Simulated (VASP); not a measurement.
# Os (P6/mmm) in VASP: a series of runs, part 2 of 2

VASP 6.6.1. The steps go on from the part before.

## (4) Single point, PBE

This run uses another cell than the first one: it holds 3 atoms, not 1.

The input, INCAR:

```
SYSTEM = Os
PREC     = Accurate       ! precision mode
ENCUT    = 520            ! plane-wave cutoff, eV
EDIFF    = 1E-6           ! SCF threshold, eV
ISMEAR   = -1             ! smearing method
SIGMA    = 0.1            ! smearing width, eV
LREAL    = .FALSE.        ! projectors in reciprocal space
LASPH    = .TRUE.         ! aspherical terms in the spheres
NELM     = 60             ! most SCF steps
ALGO     = Normal         ! electronic algorithm
ISIF     = 2              ! what is computed and relaxed
LWAVE    = .FALSE.        ! write WAVECAR
LCHARG   = .FALSE.        ! write CHGCAR
GGA      = PE             ! functional
NBANDS   = 19             ! bands
```

The input, KPOINTS:

```
Automatic mesh
0
G
  10 10 13
  0 0 0
```

The input, POSCAR:

```
Os
1.0
    3.8418073429      0.0000000000      0.0000000000
   -1.9209036714      3.3271027554      0.0000000000
    0.0000000000      0.0000000000      2.3649604344
Os
3
Direct
    0.0000000000      0.0000000000      0.0000000000
    0.3333333333      0.6666666667      0.5000000000
    0.6666666667      0.3333333333      0.5000000000
```

Potentials or basis: VASP PAW PBE potentials, release 64 (Os).

On the command line:

```bash
$ cat potpaw_PBE.64/Os/POTCAR > POTCAR
$ mpirun -np 1 vasp_std > vasp.out
```

OUTCAR:

```text
SYSTEM = Os
   PREC = Accurate
   ENCUT = 520
   EDIFF = 1E-6
   ISMEAR = -1
   LREAL = .FALSE.
   LASPH = .TRUE.
   NELM = 60
   ISIF = 2
   GGA = PE

 ion  position               nearest neighbor table
   1  0.000  0.000  0.000-   2 2.51   3 2.51   2 2.51   3 2.51   2 2.51   2 2.51   3 2.51   3 2.51
                             3 2.51   3 2.51   2 2.51   2 2.51
   2  0.333  0.667  0.500-   3 2.22   3 2.22   3 2.22   1 2.51   1 2.51   1 2.51   1 2.51   1 2.51
                             1 2.51   3 3.24   3 3.24   3 3.24   3 3.24   3 3.24   3 3.24
   3  0.667  0.333  0.500-   2 2.22   2 2.22   2 2.22   1 2.51   1 2.51   1 2.51   1 2.51   1 2.51
                             1 2.51   2 3.24   2 3.24   2 3.24   2 3.24   2 3.24   2 3.24

  LATTYP: Found a hexagonal cell.
 ALAT       =     3.8418073429
 C/A-ratio  =     0.6155853803

  Lattice vectors:

 A1 = (   3.8418073429,   0.0000000000,   0.0000000000)
 A2 = (  -1.9209036714,   3.3271027554,   0.0000000000)
 A3 = (   0.0000000000,   0.0000000000,   2.3649604344)

Analysis of symmetry for initial positions (statically):
=====================================================================
 Subroutine PRICEL returns:
 Original cell was already a primitive cell.

 Routine SETGRP: Setting up the symmetry group for a
 hexagonal supercell.

 Subroutine GETGRP returns: Found 24 space group operations
 (whereof 24 operations were pure point group operations)
 out of a pool of 24 trial point group operations.

The static configuration has the point symmetry D_6h.

Analysis of symmetry for dynamics (positions and initial velocities):
=====================================================================
 Subroutine PRICEL returns:
 Original cell was already a primitive cell.

 Routine SETGRP: Setting up the symmetry group for a
 hexagonal supercell.

 Subroutine GETGRP returns: Found 24 space group operations
 (whereof 24 operations were pure point group operations)
 out of a pool of 24 trial point group operations.

The dynamic configuration has the point symmetry D_6h.

 Subroutine INISYM returns: Found 24 space group operations
 (whereof 24 operations are pure point group operations),
 and found     1 'primitive' translations

----------------------------------------------------------------------------------------

                                     Primitive cell

  volume of cell :      30.2291

  direct lattice vectors                    reciprocal lattice vectors
     3.841807343  0.000000000  0.000000000     0.260294156  0.150280901  0.000000000
    -1.920903671  3.327102755  0.000000000     0.000000000  0.300561802  0.000000000
     0.000000000  0.000000000  2.364960434     0.000000000  0.000000000  0.422840055

  length of vectors
     3.841807343  3.841807343  2.364960434     0.300561802  0.300561802  0.422840055

  position of ions in fractional coordinates (direct lattice)
     0.000000000  0.000000000  0.000000000
     0.333333333  0.666666667  0.500000000
     0.666666667  0.333333333  0.500000000

  ion indices of the primitive-cell ions
   primitive index   ion index
                 1           1
                 2           2
                 3           3

----------------------------------------------------------------------------------------

 KPOINTS: Automatic mesh

Automatic generation of k-mesh.
 Grid dimensions read from file:
 generate k-points for:   10   10   13

 Generating k-lattice:

  Cartesian coordinates                     Fractional coordinates (reciprocal lattice)
     0.026029416  0.015028090  0.000000000     0.100000000 -0.000000000  0.000000000
     0.000000000  0.030056180  0.000000000     0.000000000  0.100000000  0.000000000
     0.000000000  0.000000000  0.032526158     0.000000000  0.000000000  0.076923077

  Length of vectors
     0.030056180  0.030056180  0.032526158

  Shift w.r.t. Gamma in fractional coordinates (k-lattice)
     0.000000000  0.000000000  0.000000000

 Subroutine IBZKPT returns following result:
 ===========================================

 Found     98 irreducible k-points:

 Following reciprocal coordinates:
            Coordinates               Weight
  0.000000  0.000000  0.000000      1.000000
  0.100000 -0.000000  0.000000      6.000000
  0.200000 -0.000000  0.000000      6.000000
  0.300000 -0.000000  0.000000      6.000000
  0.400000 -0.000000  0.000000      6.000000
  0.500000 -0.000000  0.000000      3.000000
[... 16 lines left out ...]
  0.300000  0.100000  0.076923     24.000000
  0.400000  0.100000  0.076923     24.000000
 [... further k-points ...]
   k-points           NKPTS =     98   k-points in BZ     NKDIM =     98   number of bands    NBANDS=     19
   number of dos      NEDOS =    301   number of ions     NIONS =      3
   total plane-waves  NPLWV =  16200
   dimension x,y,z NGX =    30 NGY =   30 NGZ =   18
   dimension x,y,z NGXF=    60 NGYF=   60 NGZF=   36
   ions per type =               3
   NGX,Y,Z   is equivalent  to a cutoff of  12.98, 12.98, 12.65 a.u.
   NGXF,Y,Z  is equivalent  to a cutoff of  25.96, 25.96, 25.31 a.u.
 SYSTEM =  Os
   PREC   = accura    normal or accurate (medium, high low for compatibility)
   ISTART =      0    job   : 0-new  1-cont  2-samecut
   ICHARG =      2    charge: 1-file 2-atom 10-const
   ISPIN  =      1    spin polarized calculation?
   LNONCOLLINEAR =      F non collinear calculations
   LSORBIT =      F    spin-orbit coupling
   LASPH  =      T    aspherical Exc in radial PAW
   ENCUT  =  520.0 eV  38.22 Ry    6.18 a.u.   7.14  7.14  4.40*2*pi/ulx,y,z
   NELM   =     60;   NELMIN=  2; NELMDL= -5     # of ELM steps
   EDIFF  = 0.1E-05   stopping-criterion for ELM
   LREAL  =      F    real-space projection
   EDIFFG = 0.1E-04   stopping-criterion for IOM
   NSW    =      0    number of steps for IOM
   IBRION =     -1    ionic relax: 0-MD 1-quasi-New 2-CG
   NFREE  =      0    steps in history (QN), initial steepest desc. (CG)
   ISIF   =      2    stress and relaxation
   ISYM   =      2    0-nonsym 1-usesym 2-fastsym
   POTIM  = 0.5000    time-step for ionic-motion
   TEBEG  =    0.0;   TEEND  =   0.0 temperature during run
   PSTRESS=    0.0 pullay stress
   NELECT =      24.0000    total number of electrons
   NUPDOWN=      -1.0000    fix difference up-down
   EMIN   =  10.00;   EMAX   =-10.00  energy-range for DOS
   EFERMI =   0.00;   METHOD = LEGACY
   ISMEAR =    -1;   SIGMA  =   0.10  broadening in eV -4-tet -1-fermi 0-gaus
   EFERMI_NEDOS =   21; number of points for ismear=-14 and -15
   IALGO  =     38    algorithm
   IMIX   =      4    mixing-type and parameters
     AMIX     =   0.40;   BMIX     =  1.00
     AMIX_MAG =   1.60;   BMIX_MAG =  1.00
  volume/ion in A,a.u.               =      10.08        68.00
  Fermi-wavevector in a.u.,A,eV,Ry     =   1.515898  2.864632 31.265469  2.297947
  Thomas-Fermi vector in A             =   2.625360
   LORBIT       =      0    0 simple, 1 ext, 2 COOP (PROOUT), +10 PAW based schemes
   GGA     = PE    functional components
   LHFCALC =     F    Hartree Fock is set to
   AEXX    =    0.0000 exact exchange contribution
   IVDW    =     0    specifies the selected vdW correction
   LEPSILON=     F    determine dielectric tensor
   LRPA    =     F    only Hartree local field effects (RPA)
 non-spin polarized calculation
  energy-cutoff  :      520.00
  volume of cell :       30.23
 maximum number of plane-waves:       826
 NGX is ok and might be reduce to    30

 number of electron      24.0000003 magnetization

 Free energy of the ion-electron system (eV)
  ---------------------------------------------------
  ext. energy  EPLUGINS =         0.00000000
  ---------------------------------------------------
  free energy    TOTEN  =       -22.35368414 eV

  energy without entropy =      -22.31028939  energy(sigma->0) =      -22.33198677

 E-fermi :  15.6479     XC(G=0): -15.9905

 val. band max:       15.6353664807   @ k =   0.5000  -0.0000   0.3077
 cond. band min:      15.6766951075   @ k =   0.0000   0.0000   0.3077
 fundamental gap:      0.0413286268
 Fermi energy:        15.6479314328

 k-point     1 :       0.0000    0.0000    0.0000
  band No.  band energies     occupation
      1       1.2911      2.00000
      2       4.1303      2.00000
      3       8.5967      2.00000
      4       9.4040      2.00000
      5       9.4040      2.00000
      6       9.4182      2.00000
[... 505 lines left out ...]
      6       8.2596      2.00000
[... 11 lines left out ...]
     18      20.4479      0.00000
     19      29.4810      0.00000

 [... further k-points ...]

------------------------ aborting loop because EDIFF is reached ----------------------------------------

  FORCE on cell =-STRESS in cart. coord.  units (eV):
  Direction    XX          YY          ZZ          XY          YZ          ZX
  --------------------------------------------------------------------------------------
  -------------------------------------------------------------------------------------
  Total       64.5687961     64.5687961     65.0285481      0.0000000     -0.0000000      0.0000000
  in kB     3422.2174027   3422.2174027   3446.5847680      0.0000001     -0.0000000      0.0000000
  external PRESSURE =    3430.3398578 kB  Pullay stress =       0.0000000 kB

 VOLUME and BASIS-vectors are now :
 -----------------------------------------------------------------------------
  energy-cutoff  :      520.00
  volume of cell :       30.23
      direct lattice vectors                 reciprocal lattice vectors
     3.841807343  0.000000000  0.000000000     0.260294156  0.150280901  0.000000000
    -1.920903671  3.327102755  0.000000000     0.000000000  0.300561802  0.000000000
     0.000000000  0.000000000  2.364960434     0.000000000  0.000000000  0.422840055

 POSITION                                       TOTAL-FORCE (eV/Angst)
 -----------------------------------------------------------------------------------
      0.00000      0.00000      0.00000        -0.000000      0.000000      0.000000
     -0.00000      2.21807      1.18248        -0.000000      0.000000      0.000000
      1.92090      1.10903      1.18248         0.000000     -0.000000     -0.000000
 -----------------------------------------------------------------------------------
    total drift:                               -0.000000      0.000000      0.000000

  FREE ENERGIE OF THE ION-ELECTRON SYSTEM (eV)
  ---------------------------------------------------
  free  energy   TOTEN  =       -22.3536841409 eV

  energy  without entropy=      -22.3102893910  energy(sigma->0) =      -22.33198677
```

Wall time 34 s (1 thread of AMD EPYC 9R45 (Zen 5), shared host); peak memory 0.14 GiB.

Results:

| Quantity | Value |
| --- | --- |
| Free energy | -22.3537 eV |
| Pressure | 343.0 GPa |
| Band gap on the k mesh | zero (bands 12 and 13 overlap by 4.36 eV) |

Levels at points of the mesh, in eV from the Fermi level:
| k point | band 9 | band 10 | band 11 | band 12 | band 13 | band 14 | band 15 | band 16 |
| --- | --- | --- | --- | --- | --- | --- | --- | --- |
| (0.00, 0.00, 0.00) | -4.11 | -4.11 | -2.50 | -2.50 | -2.48 | -2.48 | 4.40 | 4.40 |
| (0.50, 0.00, 0.00) | -4.80 | -1.95 | -1.93 | 0.47 | 0.65 | 2.18 | 2.23 | 2.33 |

Caveat: the cell stands under pressure; spin-orbit coupling is left out, which moves the levels of the heavy elements.

## (5) Overview

| cell | k mesh | gap on the mesh (eV) | pressure (GPa) |
| --- | --- | --- | --- |
| a = 2.337, b = 2.337, c = 2.196 Å, angles 90.0, 90.0, 120.0°, 1 atom, atomic positions A | 19 × 19 × 17 | none | 339.3 |
| a = 2.336, b = 2.336, c = 2.196 Å, angles 90.0, 90.0, 120.0°, 1 atom, atomic positions A | 19 × 19 × 17 | none | 340.3 |
| a = 3.842, b = 3.842, c = 2.365 Å, angles 90.0, 90.0, 120.0°, 3 atoms, atomic positions B | 10 × 10 × 13 | none | 343.0 |

Alike in all rows: task single point; level PBE; potentials or basis VASP PAW PBE potentials, release 64 (Os); no spin polarisation; cutoff (eV) 520; smearing fermi-dirac 0.1 eV.

Caveats: spin-orbit coupling is left out, which moves the levels of the heavy elements; the stress differs along the axes, from 332 to 343 GPa (at least some runs); the stress differs along the axes, from 333 to 344 GPa (at least some runs); the cell stands under pressure (at least some runs).

Absolute energies hang on the potentials; compare differences alone.

The gap in the log of VASP goes by the Fermi energy; the results here count the filled bands.